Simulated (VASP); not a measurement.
Write the native input for VASP 6.6.1 that does the following.

```
Task                   : single point
Functional             : PBEsol
Potentials or basis    : VASP PAW PBE potentials, release 64 (Ta_pv)
Cutoff                 : 520 eV
k mesh                 : 6 × 6 × 6
Occupations            : gaussian, width 0.1 eV
Spin                   : no spin polarisation
Dipole correction      : no
Further INCAR settings : ALGO = Normal; EDIFF = 1e-06; NBANDS = 24
```

The structure of Ta lies in POSCAR:

```
Ta
1.0
    4.7955522238      0.0000000000      0.0000000000
   -2.3977761119      4.1530700510      0.0000000000
    0.0000000000      0.0000000000      2.7051591166
Ta
3
Direct
    0.0000000000      0.0000000000      0.0000000000
    0.3333333333      0.6666666667      0.5000000000
    0.6666666667      0.3333333333      0.5000000000
```

The input as run:

INCAR

```
SYSTEM = Ta
PREC = Accurate ; ENCUT = 520
EDIFF = 1E-6 ; ISMEAR = 0
SIGMA = 0.1 ; LREAL = .False.
LASPH = .True. ; NELM = 100
ALGO = Normal ; ISIF = 2
LWAVE = .False. ; LCHARG = .False.
GGA = PS ; NBANDS = 24
```

KPOINTS

```
Automatic mesh
0
Gamma
  6 6 6
  0 0 0
```

Potentials or basis: VASP PAW PBE potentials, release 64 (Ta_pv).

The run is started by

```console
$ cat potpaw_PBE.64/Ta_pv/POTCAR > POTCAR
$ mpirun -np 1 vasp_std > vasp.out
```

It gave:

The pressure is 0.5 GPa.

Caveat: the k points lie up to 0.39 Å⁻¹ apart; the PAW data sets were made with another functional, which shifts forces and pressure a little.

Wall time 39 s on 1 thread of Intel(R) Xeon(R) Platinum 8259CL CPU @ 2.50GHz (Skylake/Cascade Lake) (shared host), peak memory 0.17 GiB.
